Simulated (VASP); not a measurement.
# Pb2O (Pn-3m) in VASP: a series of runs

Pb2O is run at these levels: PBE; tasks: single point, relaxation of cell and atoms.

Everything below comes from runs of VASP 6.6.1. Logs are shortened: lines on timing, memory, paths and dates and some standing lists are left out, and cuts for length are marked.

## (1) The cell of the first run

Symmetry: Pn-3m, No. 224, cubic system. The conventional cell has a = 5.380 Å, b = 5.380 Å, c = 5.380 Å, α = 90.00°, β = 90.00°, γ = 90.00°. Within 3.1 Å of Pb (site symmetry -3m) lie 2 O at 2.33 Å. O (site symmetry -43m) has 4 Pb at 2.33 Å within 3.1 Å.

## (2) Single point, PBE

INCAR reads:

```
SYSTEM = Pb2O
PREC = Accurate ; ENCUT = 600
EDIFF = 1E-6 ; ISMEAR = 0
SIGMA = 0.1 ; LREAL = .FALSE.
LASPH = .TRUE. ; NELM = 120
ALGO = Normal ; ISIF = 2
LWAVE = .FALSE. ; LCHARG = .FALSE.
GGA = PE ; NBANDS = 43
GGA_COMPAT = .FALSE.
```

KPOINTS reads:

```
Automatic mesh
0
G
  4 4 4
  0 0 0
```

POSCAR reads:

```
Pb2O
1.0
    5.3800000000      0.0000000000      0.0000000000
    0.0000000000      5.3800000000      0.0000000000
    0.0000000000      0.0000000000      5.3800000000
Pb O
4 2
Direct
    0.2500000000      0.2500000000      0.2500000000
    0.7500000000      0.7500000000      0.2500000000
    0.2500000000      0.7500000000      0.7500000000
    0.7500000000      0.2500000000      0.7500000000
    0.0000000000      0.0000000000      0.0000000000
    0.5000000000      0.5000000000      0.5000000000
```

Potentials or basis: VASP PAW PBE potentials, release 64 (Pb_d, O).

On the command line:

```sh
> cat potpaw_PBE.64/Pb_d/POTCAR potpaw_PBE.64/O/POTCAR > POTCAR
> mpirun -np 1 vasp_std > vasp.out
```

OUTCAR:

```text
SYSTEM = Pb2O
   PREC = Accurate
   ENCUT = 600
   EDIFF = 1E-6
   ISMEAR = 0
   LREAL = .FALSE.
   LASPH = .TRUE.
   NELM = 120
   ISIF = 2
   GGA = PE

 ion  position               nearest neighbor table
   1  0.250  0.250  0.250-   5 2.33   6 2.33   4 3.80   2 3.80   3 3.80   3 3.80   4 3.80   2 3.80
                             3 3.80   3 3.80   2 3.80   4 3.80   4 3.80   2 3.80
   2  0.750  0.750  0.250-   5 2.33   6 2.33   4 3.80   1 3.80   3 3.80   3 3.80   4 3.80   1 3.80
                             4 3.80   4 3.80   1 3.80   3 3.80   3 3.80   1 3.80
   3  0.250  0.750  0.750-   5 2.33   6 2.33   4 3.80   1 3.80   2 3.80   1 3.80   2 3.80   1 3.80
                             4 3.80   1 3.80   2 3.80   4 3.80   2 3.80   4 3.80
   4  0.750  0.250  0.750-   5 2.33   6 2.33   3 3.80   1 3.80   2 3.80   1 3.80   2 3.80   2 3.80
                             3 3.80   2 3.80   1 3.80   3 3.80   1 3.80   3 3.80
   5  0.000  0.000  0.000-   1 2.33   2 2.33   3 2.33   4 2.33
   6  0.500  0.500  0.500-   1 2.33   2 2.33   3 2.33   4 2.33

  LATTYP: Found a simple cubic cell.
 ALAT       =     5.3800000000

  Lattice vectors:

 A1 = (   5.3800000000,   0.0000000000,   0.0000000000)
 A2 = (   0.0000000000,   5.3800000000,   0.0000000000)
 A3 = (   0.0000000000,   0.0000000000,   5.3800000000)

Analysis of symmetry for initial positions (statically):
=====================================================================
 Subroutine PRICEL returns:
 Original cell was already a primitive cell.

 Routine SETGRP: Setting up the symmetry group for a
 simple cubic supercell.

 Subroutine GETGRP returns: Found 48 space group operations
 (whereof 24 operations were pure point group operations)
 out of a pool of 48 trial point group operations.

The static configuration has the point symmetry T_d .
 The point group associated with its full space group is O_h .

Analysis of symmetry for dynamics (positions and initial velocities):
=====================================================================
 Subroutine PRICEL returns:
 Original cell was already a primitive cell.

 Routine SETGRP: Setting up the symmetry group for a
 simple cubic supercell.

 Subroutine GETGRP returns: Found 48 space group operations
 (whereof 24 operations were pure point group operations)
 out of a pool of 48 trial point group operations.

The dynamic configuration has the point symmetry T_d .
 The point group associated with its full space group is O_h .

 Subroutine INISYM returns: Found 48 space group operations
 (whereof 24 operations are pure point group operations),
 and found     1 'primitive' translations

----------------------------------------------------------------------------------------

                                     Primitive cell

  volume of cell :     155.7209

  direct lattice vectors                    reciprocal lattice vectors
     5.380000000  0.000000000  0.000000000     0.185873606  0.000000000  0.000000000
     0.000000000  5.380000000  0.000000000     0.000000000  0.185873606  0.000000000
     0.000000000  0.000000000  5.380000000     0.000000000  0.000000000  0.185873606

  length of vectors
     5.380000000  5.380000000  5.380000000     0.185873606  0.185873606  0.185873606

  position of ions in fractional coordinates (direct lattice)
     0.250000000  0.250000000  0.250000000
     0.750000000  0.750000000  0.250000000
     0.250000000  0.750000000  0.750000000
     0.750000000  0.250000000  0.750000000
     0.000000000  0.000000000  0.000000000
     0.500000000  0.500000000  0.500000000

  ion indices of the primitive-cell ions
   primitive index   ion index
                 1           1
                 2           2
                 3           3
                 4           4
                 5           5
                 6           6

----------------------------------------------------------------------------------------

 KPOINTS: Automatic mesh

Automatic generation of k-mesh.
 Grid dimensions read from file:
 generate k-points for:    4    4    4

 Generating k-lattice:

  Cartesian coordinates                     Fractional coordinates (reciprocal lattice)
     0.046468401  0.000000000  0.000000000     0.250000000  0.000000000  0.000000000
     0.000000000  0.046468401  0.000000000     0.000000000  0.250000000  0.000000000
     0.000000000  0.000000000  0.046468401     0.000000000  0.000000000  0.250000000

  Length of vectors
     0.046468401  0.046468401  0.046468401

  Shift w.r.t. Gamma in fractional coordinates (k-lattice)
     0.000000000  0.000000000  0.000000000

 Subroutine IBZKPT returns following result:
 ===========================================

 Found     10 irreducible k-points:

 Following reciprocal coordinates:
            Coordinates               Weight
  0.000000  0.000000  0.000000      1.000000
  0.250000  0.000000  0.000000      6.000000
  0.500000  0.000000  0.000000      3.000000
  0.250000  0.250000  0.000000     12.000000
  0.500000  0.250000  0.000000     12.000000
  0.500000  0.500000  0.000000      3.000000
  0.250000  0.250000  0.250000      8.000000
  0.500000  0.250000  0.250000     12.000000
  0.500000  0.500000  0.250000      6.000000
  0.500000  0.500000  0.500000      1.000000
   k-points           NKPTS =     10   k-points in BZ     NKDIM =     10   number of bands    NBANDS=     43
   number of dos      NEDOS =    301   number of ions     NIONS =      6
   total plane-waves  NPLWV = 110592
   dimension x,y,z NGX =    48 NGY =   48 NGZ =   48
   dimension x,y,z NGXF=    96 NGYF=   96 NGZF=   96
   ions per type =               4   2
   NGX,Y,Z   is equivalent  to a cutoff of  14.83, 14.83, 14.83 a.u.
   NGXF,Y,Z  is equivalent  to a cutoff of  29.66, 29.66, 29.66 a.u.
 SYSTEM =  Pb2O
   PREC   = accura    normal or accurate (medium, high low for compatibility)
   ISTART =      0    job   : 0-new  1-cont  2-samecut
   ICHARG =      2    charge: 1-file 2-atom 10-const
   ISPIN  =      1    spin polarized calculation?
   LNONCOLLINEAR =      F non collinear calculations
   LSORBIT =      F    spin-orbit coupling
   LASPH  =      T    aspherical Exc in radial PAW
   ENCUT  =  600.0 eV  44.10 Ry    6.64 a.u.  10.75 10.75 10.75*2*pi/ulx,y,z
   NELM   =    120;   NELMIN=  2; NELMDL= -5     # of ELM steps
[... 21 lines left out ...]
  volume/ion in A,a.u.               =      25.95       175.14
  Fermi-wavevector in a.u.,A,eV,Ry     =   1.242021  2.347079 20.988559  1.542616
  Thomas-Fermi vector in A             =   2.376393
   LORBIT       =      0    0 simple, 1 ext, 2 COOP (PROOUT), +10 PAW based schemes
   GGA     = PE    functional components
   LHFCALC =     F    Hartree Fock is set to
   AEXX    =    0.0000 exact exchange contribution
   IVDW    =     0    specifies the selected vdW correction
   LEPSILON=     F    determine dielectric tensor
   LRPA    =     F    only Hartree local field effects (RPA)
 non-spin polarized calculation
 Gauss-broadening in eV      SIGMA  =   0.10
  energy-cutoff  :      600.00
  volume of cell :      155.72
 maximum number of plane-waves:      5232
 NGX is ok and might be reduce to    48
   NGX = 21   NGY = 21   NGZ = 21

 number of electron      67.9999994 magnetization

 Free energy of the ion-electron system (eV)
  ---------------------------------------------------
  ext. energy  EPLUGINS =         0.00000000
  ---------------------------------------------------
  free energy    TOTEN  =       -26.55129286 eV

  energy without entropy =      -26.53660276  energy(sigma->0) =      -26.54394781

 E-fermi :   4.8796     XC(G=0):  -9.5285

 val. band max:        4.8762184643   @ k =   0.5000   0.5000   0.0000
 cond. band min:       4.8875915496   @ k =   0.5000   0.5000   0.2500
 fundamental gap:      0.0113730853
 Fermi energy:         4.8795941311

 k-point     1 :       0.0000    0.0000    0.0000
  band No.  band energies     occupation
      1     -13.5780      2.00000
      2     -12.4287      2.00000
      3     -11.4921      2.00000
      4     -11.4921      2.00000
      5     -11.4384      2.00000
      6     -11.4384      2.00000
[... 35 lines left out ...]
     42      10.7099      0.00000
     43      10.7099      0.00000

 k-point     2 :       0.2500    0.0000    0.0000
  band No.  band energies     occupation
      1     -13.4655      2.00000
      2     -12.7099      2.00000
      3     -11.4781      2.00000
      4     -11.4638      2.00000
      5     -11.4349      2.00000
      6     -11.4222      2.00000
[... 35 lines left out ...]
     42      10.5813      0.00000
     43      11.5273      0.00000

 k-point     3 :       0.5000    0.0000    0.0000
  band No.  band energies     occupation
      1     -13.1493      2.00000
      2     -13.1493      2.00000
      3     -11.4491      2.00000
      4     -11.4491      2.00000
      5     -11.3987      2.00000
      6     -11.3987      2.00000
[... 35 lines left out ...]
     42       9.7144      0.00000
     43      11.7108      0.00000

 k-point     4 :       0.2500    0.2500    0.0000
  band No.  band energies     occupation
      1     -13.3804      2.00000
      2     -12.8602      2.00000
      3     -11.4587      2.00000
      4     -11.4556      2.00000
      5     -11.4220      2.00000
      6     -11.4210      2.00000
[... 35 lines left out ...]
     42      10.3990      0.00000
     43      11.5700      0.00000

 k-point     5 :       0.5000    0.2500    0.0000
  band No.  band energies     occupation
      1     -13.1492      2.00000
      2     -13.1492      2.00000
      3     -11.4359      2.00000
      4     -11.4359      2.00000
      5     -11.4158      2.00000
      6     -11.4158      2.00000
[... 35 lines left out ...]
     42       9.7240      0.00000
     43      11.8026      0.00000

 k-point     6 :       0.5000    0.5000    0.0000
  band No.  band energies     occupation
      1     -13.1490      2.00000
      2     -13.1490      2.00000
      3     -11.4311      2.00000
      4     -11.4311      2.00000
      5     -11.4064      2.00000
      6     -11.4064      2.00000
[... 35 lines left out ...]
     42       9.5428      0.00000
     43      12.5371      0.00000

 k-point     7 :       0.2500    0.2500    0.2500
  band No.  band energies     occupation
      1     -13.3784      2.00000
      2     -12.8624      2.00000
      3     -11.4506      2.00000
      4     -11.4506      2.00000
      5     -11.4151      2.00000
      6     -11.4058      2.00000
[... 35 lines left out ...]
     42      10.6874      0.00000
     43      11.6620      0.00000

 k-point     8 :       0.5000    0.2500    0.2500
  band No.  band energies     occupation
      1     -13.3763      2.00000
      2     -12.8650      2.00000
      3     -11.4401      2.00000
      4     -11.4268      2.00000
      5     -11.4203      2.00000
      6     -11.4117      2.00000
[... 35 lines left out ...]
     42      11.3185      0.00000
     43      11.4894      0.00000

 k-point     9 :       0.5000    0.5000    0.2500
  band No.  band energies     occupation
      1     -13.4597      2.00000
      2     -12.7174      2.00000
      3     -11.4325      2.00000
      4     -11.4325      2.00000
      5     -11.4176      2.00000
      6     -11.4134      2.00000
[... 35 lines left out ...]
     42      11.7000      0.00000
     43      12.4215      0.00000

 k-point    10 :       0.5000    0.5000    0.5000
  band No.  band energies     occupation
      1     -13.5700      2.00000
      2     -12.4431      2.00000
      3     -11.4354      2.00000
      4     -11.4354      2.00000
      5     -11.4354      2.00000
      6     -11.4185      2.00000
[... 35 lines left out ...]
     42      12.7041      0.00000
     43      12.7041      0.00000

------------------------ aborting loop because EDIFF is reached ----------------------------------------

  FORCE on cell =-STRESS in cart. coord.  units (eV):
  Direction    XX          YY          ZZ          XY          YZ          ZX
  --------------------------------------------------------------------------------------
  -------------------------------------------------------------------------------------
  Total        2.6958463      2.6958463      2.6958463      0.0000000      0.0000000      0.0000000
  in kB       27.7369614     27.7369614     27.7369614      0.0000000      0.0000000      0.0000000
  external PRESSURE =      27.7369614 kB  Pullay stress =       0.0000000 kB

 VOLUME and BASIS-vectors are now :
 -----------------------------------------------------------------------------
  energy-cutoff  :      600.00
  volume of cell :      155.72
      direct lattice vectors                 reciprocal lattice vectors
     5.380000000  0.000000000  0.000000000     0.185873606  0.000000000  0.000000000
     0.000000000  5.380000000  0.000000000     0.000000000  0.185873606  0.000000000
     0.000000000  0.000000000  5.380000000     0.000000000  0.000000000  0.185873606

 POSITION                                       TOTAL-FORCE (eV/Angst)
 -----------------------------------------------------------------------------------
      1.34500      1.34500      1.34500        -0.000000      0.000000     -0.000000
      4.03500      4.03500      1.34500         0.000000     -0.000000     -0.000000
      1.34500      4.03500      4.03500        -0.000000     -0.000000      0.000000
      4.03500      1.34500      4.03500         0.000000      0.000000      0.000000
      0.00000      0.00000      0.00000        -0.000000      0.000000      0.000000
      2.69000      2.69000      2.69000        -0.000000      0.000000      0.000000
 -----------------------------------------------------------------------------------
    total drift:                               -0.000000     -0.000000      0.000000

  FREE ENERGIE OF THE ION-ELECTRON SYSTEM (eV)
  ---------------------------------------------------
  free  energy   TOTEN  =       -26.5512928558 eV

  energy  without entropy=      -26.5366027564  energy(sigma->0) =      -26.54394781
```

Wall time 2.4 min (1 thread of Oxide Virtual Turin-like, shared host); peak memory 0.31 GiB.

What came out:

| Property | Result |
| --- | --- |
| Free energy | -26.5513 eV |
| Pressure | 2.8 GPa |
| Band gap on the k mesh | zero (bands 34 and 35 overlap by 0.72 eV) |

Levels at points of the mesh, in eV from the Fermi level:
```tsv
k point	band 31	band 32	band 33	band 34	band 35	band 36	band 37	band 38
(0.00, 0.00, 0.00)	-1.91	-0.44	-0.44	-0.44	2.25	2.25	2.25	2.85
(0.50, 0.00, 0.00)	-0.85	-0.85	-0.44	-0.44	1.19	1.19	2.09	2.09
(0.50, 0.50, 0.00)	-1.09	-1.09	0.00	0.00	1.59	1.59	2.09	2.09
(0.50, 0.50, 0.50)	-0.74	-0.74	-0.73	-0.73	-0.73	1.51	4.79	4.79
```

Caveat: semilocal functionals underestimate gaps, and a narrow one can read as zero; spin-orbit coupling is left out, which moves the levels of the heavy elements.

## (3) Single point, PBE

This run uses another cell than the first one, of 27.36 Å³/atom.

INCAR reads:

```
ALGO = Normal ; EDIFF = 1E-6
ENCUT = 600 ; GGA = PE
GGA_COMPAT = False ; ISIF = 2
ISMEAR = 0 ; LASPH = True
LCHARG = False ; LREAL = False
LWAVE = False ; NBANDS = 43
NELM = 120 ; PREC = Accurate
SIGMA = 0.1
```

KPOINTS reads:

```
k-points
0
Gamma
  8 8 8
```

Edit POSCAR of step 2 so:

```diff
@@ -2,5 +2,5 @@
 1.0
-    5.3800000000      0.0000000000      0.0000000000
-    0.0000000000      5.3800000000      0.0000000000
-    0.0000000000      0.0000000000      5.3800000000
+    5.4753698950      0.0000000000      0.0000000000
+    0.0000000000      5.4753698950      0.0000000000
+    0.0000000000      0.0000000000      5.4753698950
 Pb O
```

Potentials or basis: VASP PAW PBE potentials, release 64 (Pb_d, O).

On the command line:

```sh
> cat potpaw_PBE.64/Pb_d/POTCAR potpaw_PBE.64/O/POTCAR > POTCAR
> mpirun -np 1 vasp_std > vasp.out
```

Run time: 7.3 min. Hardware: 1 thread of Oxide Virtual Turin-like, shared host; peak memory 0.42 GiB.

The run converged. Its results:

```
Free energy            : -26.5816 eV
Pressure               : 0.0 GPa
Band gap on the k mesh : zero (bands 34 and 35 overlap by 0.84 eV)
```

Levels at points of the mesh, in eV from the Fermi level:
| k point | band 30 | band 31 | band 32 | band 33 | band 34 | band 35 | band 36 | band 37 | band 38 | band 39 |
| --- | --- | --- | --- | --- | --- | --- | --- | --- | --- | --- |
| (0.00, 0.00, 0.00) | -1.88 | -1.88 | -0.59 | -0.59 | -0.59 | 2.05 | 2.05 | 2.05 | 2.60 | 5.20 |
| (0.50, 0.00, 0.00) | -2.27 | -0.96 | -0.96 | -0.49 | -0.49 | 0.98 | 0.98 | 1.93 | 1.93 | 4.08 |
| (0.50, 0.50, 0.00) | -2.92 | -1.21 | -1.21 | -0.07 | -0.07 | 1.35 | 1.35 | 1.91 | 1.91 | 4.23 |
| (0.50, 0.50, 0.50) | -0.82 | -0.82 | -0.82 | -0.74 | -0.74 | -0.74 | 1.35 | 4.42 | 4.42 | 4.42 |

Caveat: spin-orbit coupling is left out, which moves the levels of the heavy elements.

## (4) Relaxation of cell and atoms, PBE

INCAR reads:

```
ALGO = Normal
EDIFF = 1E-7
EDIFFG = -0.01
ENCUT = 600
GGA = PE
GGA_COMPAT = False
IBRION = 2
ISIF = 3
ISMEAR = 0
LASPH = True
LCHARG = False
LREAL = False
LWAVE = False
NELM = 120
NELMIN = 4
NSW = 100
PREC = Accurate
SIGMA = 0.1
```

KPOINTS is that of step 3.

Edit POSCAR of step 3 so:

```diff
@@ -2,5 +2,5 @@
 1.0
-    5.4753698950      0.0000000000      0.0000000000
-    0.0000000000      5.4753698950      0.0000000000
-    0.0000000000      0.0000000000      5.4753698950
+    5.3800000000      0.0000000000      0.0000000000
+    0.0000000000      5.3800000000      0.0000000000
+    0.0000000000      0.0000000000      5.3800000000
 Pb O
```

On the command line:

```sh
> cat potpaw_PBE.64/Pb_d/POTCAR potpaw_PBE.64/O/POTCAR > POTCAR
> mpirun -np 1 vasp_std > vasp.out
```

Run time: 14 min. Hardware: 1 thread of Oxide Virtual Turin-like, shared host; peak memory 0.43 GiB.

The run converged. Its results:

- Free energy: -26.5766 eV
- Relaxed volume: 27.36 Å³/atom
- Relaxed cell: a = 5.475 Å, b = 5.475 Å, c = 5.475 Å, α = 90.00°, β = 90.00°, γ = 90.00°
- Space group after relaxing (to 0.1 Å): Pn-3m (No. 224)
- Energy gained by relaxing: 12.0 meV/atom
- Ionic steps: 3
- Pressure after relaxing: 0.0 GPa
- Band gap on the k mesh: zero (bands 34 and 35 overlap by 0.84 eV)

Step by step:
```
step  energy change (eV)  largest force (eV/Å)  pressure (GPa)  volume (Å³)
   1              0.0000                0.0000            2.86       155.72
   2             -0.0676                0.0000           -0.63       166.39
   3             -0.0720                0.0000            0.00       164.16
```

Final structure:
```cif
data_structure
_symmetry_space_group_name_H-M 'P 1'
_symmetry_Int_Tables_number 1
_cell_length_a 5.4755
_cell_length_b 5.4755
_cell_length_c 5.4755
_cell_angle_alpha 90.000
_cell_angle_beta 90.000
_cell_angle_gamma 90.000
_cell_volume 164.16
loop_
_atom_site_label
_atom_site_type_symbol
_atom_site_fract_x
_atom_site_fract_y
_atom_site_fract_z
_atom_site_occupancy
Pb1 Pb 0.25000 0.25000 0.25000 1
Pb2 Pb 0.75000 0.75000 0.25000 1
Pb3 Pb 0.25000 0.75000 0.75000 1
Pb4 Pb 0.75000 0.25000 0.75000 1
O1 O 0.00000 0.00000 0.00000 1
O2 O 0.50000 0.50000 0.50000 1
```

Levels at points of the mesh, in eV from the Fermi level:
```csv
k point,band 31,band 32,band 33,band 34,band 35,band 36,band 37,band 38
"(0.00, 0.00, 0.00)",-1.88,-0.59,-0.59,-0.59,2.05,2.05,2.05,2.60
"(0.50, 0.00, 0.00)",-0.96,-0.96,-0.49,-0.49,0.98,0.98,1.93,1.93
"(0.50, 0.50, 0.00)",-1.21,-1.21,-0.07,-0.07,1.35,1.35,1.91,1.91
"(0.50, 0.50, 0.50)",-0.82,-0.82,-0.74,-0.74,-0.74,1.35,4.42,4.42
```

Caveat: spin-orbit coupling is left out, which moves the levels of the heavy elements.

## (5) Summary

| task | cell | k mesh | gap on the mesh (eV) | pressure (GPa) |
| --- | --- | --- | --- | --- |
| single point | a = 5.380 Å, 6 atoms | 4 × 4 × 4 | none | 2.8 |
| single point | a = 5.475 Å, 6 atoms | 8 × 8 × 8 | none | 0.0 |
| relaxation of cell and atoms | relaxed from a = 5.380 Å, 6 atoms | 8 × 8 × 8 | none | 0.0 |

Alike in all rows: level PBE; potentials or basis VASP PAW PBE potentials, release 64 (Pb_d, O); no spin polarisation; cutoff (eV) 600; smearing gaussian 0.1 eV.

Caveats: spin-orbit coupling is left out, which moves the levels of the heavy elements; semilocal functionals underestimate gaps, and a narrow one can read as zero (at least some runs).

Absolute energies hang on the potentials; compare differences alone.

The gap in the log of VASP goes by the Fermi energy; the results here count the filled bands.